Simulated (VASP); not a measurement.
# Mo3W (Fm-3m) in VASP: settings compared

The runs below take Mo3W through relaxation of cell and atoms, single point, with PBE, r2SCAN.

Program: VASP 6.6.1. These are calculated values, not measurements. Logs are shortened: lines on timing, memory, paths and dates and some standing lists are left out, and cuts for length are marked.

## Step 1: The cell of the first run

The structure is cubic, space group Fm-3m (No. 225). Conventional cell: a = 6.332 Å, b = 6.332 Å, c = 6.332 Å, α = 90.00°, β = 90.00°, γ = 90.00°. Mo (site symmetry -43m) has 10 Mo at 2.74 to 3.17 Å and 4 W at 2.74 Å within 3.6 Å. Within 3.6 Å of Mo (site symmetry m-3m) lie 8 Mo at 2.74 Å and 6 W at 3.17 Å. Within 3.6 Å of W (site symmetry m-3m) lie 14 Mo at 2.74 to 3.17 Å.

The cell was generated, and may not be a known phase.

## Step 2: Relaxation of cell and atoms, PBE

The input, INCAR:

```
PREC = Accurate ; ENCUT = 500
EDIFF = 1E-7 ; ISMEAR = 0
SIGMA = 0.1 ; LREAL = F
LASPH = T ; NELM = 120
ALGO = Normal ; ISIF = 3
LWAVE = F ; LCHARG = F
GGA = PE ; IBRION = 2
NSW = 100 ; EDIFFG = -0.01
GGA_COMPAT = F ; NELMIN = 4
```

The input, KPOINTS:

```
Automatic mesh
0
Gamma
  12 12 12
```

The input, POSCAR:

```
Mo3W
1.0
    0.0000000000      3.1659847937      3.1659847937
    3.1659847937      0.0000000000      3.1659847937
    3.1659847937      3.1659847937      0.0000000000
Mo W
3 1
Direct
    0.2500000000      0.2500000000      0.2500000000
    0.7500000000      0.7500000000      0.7500000000
    0.5000000000      0.5000000000      0.5000000000
    0.0000000000      0.0000000000      0.0000000000
```

Potentials or basis: VASP PAW PBE potentials, release 64 (Mo_sv, W_sv).

The run is started by

```bash
> cat potpaw_PBE.64/Mo_sv/POTCAR potpaw_PBE.64/W_sv/POTCAR > POTCAR
> mpirun -np 1 vasp_std > vasp.out
```

OUTCAR:

```text
PREC = Accurate
   ENCUT = 500
   EDIFF = 1E-7
   ISMEAR = 0
   LREAL = F
   LASPH = T
   NELM = 120
   ISIF = 3
   GGA = PE
   IBRION = 2
   NSW = 100
   EDIFFG = -0.01
   NELMIN = 4

 ion  position               nearest neighbor table
   1  0.250  0.250  0.250-   4 2.74   4 2.74   4 2.74   3 2.74   4 2.74   3 2.74   3 2.74   3 2.74
                             2 3.17   2 3.17   2 3.17   2 3.17   2 3.17   2 3.17
   2  0.750  0.750  0.750-   3 2.74   3 2.74   3 2.74   3 2.74   4 2.74   4 2.74   4 2.74   4 2.74
                             1 3.17   1 3.17   1 3.17   1 3.17   1 3.17   1 3.17
   3  0.500  0.500  0.500-   1 2.74   1 2.74   1 2.74   1 2.74   2 2.74   2 2.74   2 2.74   2 2.74
                             4 3.17   4 3.17   4 3.17   4 3.17   4 3.17   4 3.17
   4  0.000  0.000  0.000-   2 2.74   2 2.74   2 2.74   1 2.74   2 2.74   1 2.74   1 2.74   1 2.74
                             3 3.17   3 3.17   3 3.17   3 3.17   3 3.17   3 3.17

  LATTYP: Found a face centered cubic cell.
 ALAT       =     6.3319695874

  Lattice vectors:

 A1 = (   0.0000000000,   3.1659847937,   3.1659847937)
 A2 = (   3.1659847937,   0.0000000000,   3.1659847937)
 A3 = (   3.1659847937,   3.1659847937,   0.0000000000)

Analysis of symmetry for initial positions (statically):
=====================================================================
 Subroutine PRICEL returns:
 Original cell was already a primitive cell.

 Routine SETGRP: Setting up the symmetry group for a
 face centered cubic supercell.

 Subroutine GETGRP returns: Found 48 space group operations
 (whereof 48 operations were pure point group operations)
 out of a pool of 48 trial point group operations.

The static configuration has the point symmetry O_h .

Analysis of symmetry for dynamics (positions and initial velocities):
=====================================================================
 Subroutine PRICEL returns:
 Original cell was already a primitive cell.

 Routine SETGRP: Setting up the symmetry group for a
 face centered cubic supercell.

 Subroutine GETGRP returns: Found 48 space group operations
 (whereof 48 operations were pure point group operations)
 out of a pool of 48 trial point group operations.

The dynamic configuration has the point symmetry O_h .

 Subroutine INISYM returns: Found 48 space group operations
 (whereof 48 operations are pure point group operations),
 and found     1 'primitive' translations

----------------------------------------------------------------------------------------

                                     Primitive cell

  volume of cell :      63.4682

  direct lattice vectors                    reciprocal lattice vectors
     0.000000000  3.165984794  3.165984794    -0.157928743  0.157928743  0.157928743
     3.165984794  0.000000000  3.165984794     0.157928743 -0.157928743  0.157928743
     3.165984794  3.165984794  0.000000000     0.157928743  0.157928743 -0.157928743

  length of vectors
     4.477378634  4.477378634  4.477378634     0.273540607  0.273540607  0.273540607

  position of ions in fractional coordinates (direct lattice)
     0.250000000  0.250000000  0.250000000
     0.750000000  0.750000000  0.750000000
     0.500000000  0.500000000  0.500000000
     0.000000000  0.000000000  0.000000000

  ion indices of the primitive-cell ions
   primitive index   ion index
                 1           1
                 2           2
                 3           3
                 4           4

----------------------------------------------------------------------------------------

 KPOINTS: Automatic mesh

Automatic generation of k-mesh.
 Grid dimensions read from file:
 generate k-points for:   12   12   12

 Generating k-lattice:

  Cartesian coordinates                     Fractional coordinates (reciprocal lattice)
    -0.013160729  0.013160729  0.013160729     0.083333333  0.000000000  0.000000000
     0.013160729 -0.013160729  0.013160729     0.000000000  0.083333333  0.000000000
     0.013160729  0.013160729 -0.013160729     0.000000000  0.000000000  0.083333333

  Length of vectors
     0.022795051  0.022795051  0.022795051

  Shift w.r.t. Gamma in fractional coordinates (k-lattice)
     0.000000000  0.000000000  0.000000000

 Subroutine IBZKPT returns following result:
 ===========================================

 Found     72 irreducible k-points:

 Following reciprocal coordinates:
            Coordinates               Weight
  0.000000  0.000000  0.000000      1.000000
  0.083333  0.000000  0.000000      8.000000
  0.166667  0.000000  0.000000      8.000000
  0.250000  0.000000  0.000000      8.000000
  0.333333  0.000000  0.000000      8.000000
  0.416667  0.000000  0.000000      8.000000
[... 16 lines left out ...]
  0.500000  0.166667  0.000000     24.000000
 -0.416667  0.166667  0.000000     24.000000
 [... further k-points ...]
   k-points           NKPTS =     72   k-points in BZ     NKDIM =     72   number of bands    NBANDS=     33
   number of dos      NEDOS =    301   number of ions     NIONS =      4
   total plane-waves  NPLWV =  46656
   dimension x,y,z NGX =    36 NGY =   36 NGZ =   36
   dimension x,y,z NGXF=    72 NGYF=   72 NGZF=   72
   ions per type =               3   1
   NGX,Y,Z   is equivalent  to a cutoff of  13.37, 13.37, 13.37 a.u.
   NGXF,Y,Z  is equivalent  to a cutoff of  26.73, 26.73, 26.73 a.u.
 SYSTEM =  unknown system
   PREC   = accura    normal or accurate (medium, high low for compatibility)
   ISTART =      0    job   : 0-new  1-cont  2-samecut
   ICHARG =      2    charge: 1-file 2-atom 10-const
   ISPIN  =      1    spin polarized calculation?
   LNONCOLLINEAR =      F non collinear calculations
   LSORBIT =      F    spin-orbit coupling
   LASPH  =      T    aspherical Exc in radial PAW
   ENCUT  =  500.0 eV  36.75 Ry    6.06 a.u.   8.16  8.16  8.16*2*pi/ulx,y,z
   NELM   =    120;   NELMIN=  4; NELMDL= -5     # of ELM steps
   EDIFF  = 0.1E-06   stopping-criterion for ELM
   LREAL  =      F    real-space projection
   EDIFFG = -.1E-01   stopping-criterion for IOM
   NSW    =    100    number of steps for IOM
   IBRION =      2    ionic relax: 0-MD 1-quasi-New 2-CG
   NFREE  =      1    steps in history (QN), initial steepest desc. (CG)
   ISIF   =      3    stress and relaxation
   ISYM   =      2    0-nonsym 1-usesym 2-fastsym
   POTIM  = 0.5000    time-step for ionic-motion
   TEBEG  =    0.0;   TEEND  =   0.0 temperature during run
   PSTRESS=    0.0 pullay stress
   NELECT =      56.0000    total number of electrons
   NUPDOWN=      -1.0000    fix difference up-down
   EMIN   =  10.00;   EMAX   =-10.00  energy-range for DOS
   EFERMI =   0.00;   METHOD = LEGACY
   ISMEAR =     0;   SIGMA  =   0.10  broadening in eV -4-tet -1-fermi 0-gaus
   EFERMI_NEDOS =   21; number of points for ismear=-14 and -15
   IALGO  =     38    algorithm
   IMIX   =      4    mixing-type and parameters
     AMIX     =   0.40;   BMIX     =  1.00
     AMIX_MAG =   1.60;   BMIX_MAG =  1.00
  volume/ion in A,a.u.               =      15.87       107.08
  Fermi-wavevector in a.u.,A,eV,Ry     =   1.570189  2.967228 33.545089  2.465494
  Thomas-Fermi vector in A             =   2.671960
   LORBIT       =      0    0 simple, 1 ext, 2 COOP (PROOUT), +10 PAW based schemes
   GGA     = PE    functional components
   LHFCALC =     F    Hartree Fock is set to
   AEXX    =    0.0000 exact exchange contribution
   IVDW    =     0    specifies the selected vdW correction
   LEPSILON=     F    determine dielectric tensor
   LRPA    =     F    only Hartree local field effects (RPA)
 conjugate gradient relaxation of ions
 non-spin polarized calculation
 Gauss-broadening in eV      SIGMA  =   0.10
  energy-cutoff  :      500.00
  volume of cell :       63.47
 maximum number of plane-waves:      1639
 NGX is ok and might be reduce to    36
   NGX = 17   NGY = 17   NGZ = 17

--------------------------------------- Ionic step        1  -------------------------------------------

 number of electron      56.0000006 magnetization

 Free energy of the ion-electron system (eV)
  ---------------------------------------------------
  ext. energy  EPLUGINS =         0.00000000
  ---------------------------------------------------
  free energy    TOTEN  =       -45.78595281 eV

  energy without entropy =      -45.77637797  energy(sigma->0) =      -45.78116539

------------------------ aborting loop because EDIFF is reached ----------------------------------------

  FORCE on cell =-STRESS in cart. coord.  units (eV):
  Direction    XX          YY          ZZ          XY          YZ          ZX
  --------------------------------------------------------------------------------------
  -------------------------------------------------------------------------------------
  Total        0.2166417      0.2166417      0.2166417     -0.0000000      0.0000000      0.0000000
  in kB        5.4688513      5.4688513      5.4688513     -0.0000000      0.0000000      0.0000000
  external PRESSURE =       5.4688513 kB  Pullay stress =       0.0000000 kB

 VOLUME and BASIS-vectors are now :
 -----------------------------------------------------------------------------
  energy-cutoff  :      500.00
  volume of cell :       63.47
      direct lattice vectors                 reciprocal lattice vectors
     0.000000000  3.165984794  3.165984794    -0.157928743  0.157928743  0.157928743
     3.165984794  0.000000000  3.165984794     0.157928743 -0.157928743  0.157928743
     3.165984794  3.165984794  0.000000000     0.157928743  0.157928743 -0.157928743
[... 39 lines left out ...]
 POSITION                                       TOTAL-FORCE (eV/Angst)
 -----------------------------------------------------------------------------------
      1.58713      1.58713      1.58713         0.000000      0.000000      0.000000
      4.76139      4.76139      4.76139        -0.000000     -0.000000      0.000000
      3.17426      3.17426      3.17426         0.000000     -0.000000     -0.000000
      3.17426      3.17426      6.34851         0.000000     -0.000000     -0.000000
 -----------------------------------------------------------------------------------
    total drift:                                0.000000      0.000000      0.000000

  FREE ENERGIE OF THE ION-ELECTRON SYSTEM (eV)
  ---------------------------------------------------
  free  energy   TOTEN  =       -45.7843427890 eV

  energy  without entropy=      -45.7744355346  energy(sigma->0) =      -45.77938916

--------------------------------------- Ionic step        3  -------------------------------------------

 number of electron      56.0000006 magnetization

 Free energy of the ion-electron system (eV)
  ---------------------------------------------------
  ext. energy  EPLUGINS =         0.00000000
  ---------------------------------------------------
  free energy    TOTEN  =       -45.78616736 eV

  energy without entropy =      -45.77650734  energy(sigma->0) =      -45.78133735

 E-fermi :  12.0928     XC(G=0): -13.3790

 val. band max:       12.0747711764   @ k =   0.4167   0.4167   0.0000
 cond. band min:      12.0967088719   @ k =  -0.4167   0.4167   0.0833
 fundamental gap:      0.0219376955
 Fermi energy:        12.0928450441

 k-point     1 :       0.0000    0.0000    0.0000
  band No.  band energies     occupation
      1     -61.9932      2.00000
      2     -49.1419      2.00000
      3     -48.8743      2.00000
      4     -48.8249      2.00000
      5     -26.2385      2.00000
      6     -26.2385      2.00000
[... 853 lines left out ...]
     32      13.5168      0.00000
     33      14.1810      0.00000

 [... further k-points ...]

------------------------ aborting loop because EDIFF is reached ----------------------------------------

  FORCE on cell =-STRESS in cart. coord.  units (eV):
  Direction    XX          YY          ZZ          XY          YZ          ZX
  --------------------------------------------------------------------------------------
  -------------------------------------------------------------------------------------
  Total        0.0002849      0.0002849      0.0002849      0.0000000      0.0000000     -0.0000000
  in kB        0.0071784      0.0071784      0.0071784      0.0000000      0.0000000     -0.0000000
  external PRESSURE =       0.0071784 kB  Pullay stress =       0.0000000 kB

 VOLUME and BASIS-vectors are now :
 -----------------------------------------------------------------------------
  energy-cutoff  :      500.00
  volume of cell :       63.60
      direct lattice vectors                 reciprocal lattice vectors
    -0.000000000  3.168095506  3.168095506    -0.157823525  0.157823525  0.157823525
     3.168095506  0.000000000  3.168095506     0.157823525 -0.157823525  0.157823525
     3.168095506  3.168095506  0.000000000     0.157823525  0.157823525 -0.157823525

 POSITION                                       TOTAL-FORCE (eV/Angst)
 -----------------------------------------------------------------------------------
      1.58405      1.58405      1.58405         0.000000      0.000000      0.000000
      4.75214      4.75214      4.75214         0.000000      0.000000     -0.000000
      3.16810      3.16810      3.16810        -0.000000     -0.000000     -0.000000
      0.00000      0.00000      0.00000        -0.000000     -0.000000      0.000000
 -----------------------------------------------------------------------------------
    total drift:                                0.000000      0.000000      0.000000

  FREE ENERGIE OF THE ION-ELECTRON SYSTEM (eV)
  ---------------------------------------------------
  free  energy   TOTEN  =       -45.7861673591 eV

  energy  without entropy=      -45.7765073354  energy(sigma->0) =      -45.78133735

 reached required accuracy - stopping structural energy minimisation
```

It took 11 min on 1 thread of Oxide Virtual Turin-like, shared host; peak memory 0.26 GiB.

What came out:

```
Free energy                           : -45.7862 eV
Relaxed volume                        : 15.90 Å³/atom
Relaxed cell                          : a = 4.480 Å, b = 4.480 Å, c = 4.480 Å, α = 60.00°, β = 60.00°, γ = 60.00°
Space group after relaxing (to 0.1 Å) : Fm-3m (No. 225)
Energy gained by relaxing             : 0.1 meV/atom
Ionic steps                           : 3
Pressure after relaxing               : 0.0 GPa
Band gap on the k mesh                : zero (bands 28 and 29 overlap by 0.35 eV)
```

The path:
```csv
step,energy change (eV),largest force (eV/Å),pressure (GPa),volume (Å³)
1,0.0000,0.0000,0.55,63.47
2,0.0016,0.0000,-1.56,63.97
3,-0.0002,0.0000,0.00,63.60
```

Final structure:
```
Mo W
1.0
     0.00000    3.16810    3.16810
     3.16810    0.00000    3.16810
     3.16810    3.16810    0.00000
Mo W
3 1
Direct
  0.25000 0.25000 0.25000
  0.75000 0.75000 0.75000
  0.50000 0.50000 0.50000
  0.00000 0.00000 0.00000
```

Caveat: spin-orbit coupling is left out, which moves the levels of the heavy elements.

## Step 3: Single point, r2SCAN

POSCAR is that of step 2.

The input, INCAR.step1:

```
PREC = Accurate
ENCUT = 550
ISMEAR = 0
SIGMA = 0.1
LREAL = F
LASPH = T
NELM = 120
NBANDS = 36
GGA = PE
ALGO = Normal
EDIFF = 1E-5
LWAVE = T
LCHARG = F
GGA_COMPAT = F
```

The input, INCAR.step2:

```
PREC = Accurate
ENCUT = 550
EDIFF = 1E-6
ISMEAR = 0
SIGMA = 0.1
LREAL = F
LASPH = T
NELM = 120
ALGO = Normal
ISIF = 2
LWAVE = F
LCHARG = F
METAGGA = R2SCAN
LMIXTAU = T
NBANDS = 36
ISTART = 1
GGA_COMPAT = F
```

KPOINTS is that of step 2.

Potentials or basis: VASP PAW PBE potentials, release 64 (Mo_sv, W_sv).

The run is started by

```bash
> cat potpaw_PBE.64/Mo_sv/POTCAR potpaw_PBE.64/W_sv/POTCAR > POTCAR
> cp INCAR.step1 INCAR
> mpirun -np 1 vasp_std > vasp.out
> cp INCAR.step2 INCAR
> mpirun -np 1 vasp_std > vasp.out
```

Wall time 19 min (1 thread of Oxide Virtual Turin-like, shared host); peak memory 0.28 GiB.

The run converged. Its results:

```
Free energy            : -129.6017 eV
Pressure               : -1.8 GPa
Band gap on the k mesh : zero (bands 28 and 29 overlap by 0.30 eV)
```

Levels at points of the mesh, in eV from the Fermi level:
```tsv
k point	band 24	band 25	band 26	band 27	band 28	band 29	band 30	band 31	band 32	band 33
(0.00, 0.00, 0.00)	-2.83	-2.83	-1.38	-1.38	-1.38	1.95	1.95	2.69	2.69	3.19
(0.50, 0.00, 0.00)	-3.03	-2.95	-2.95	-2.91	-2.91	1.84	1.84	2.24	2.24	2.26
(0.50, 0.50, 0.00)	-2.66	-0.73	-0.73	-0.58	-0.58	0.88	1.09	1.26	1.26	1.89
```

Caveat: the PAW data sets were made with another functional, which shifts forces and pressure a little; spin-orbit coupling is left out, which moves the levels of the heavy elements.

The gap in the log of VASP goes by the Fermi energy; the results here count the filled bands.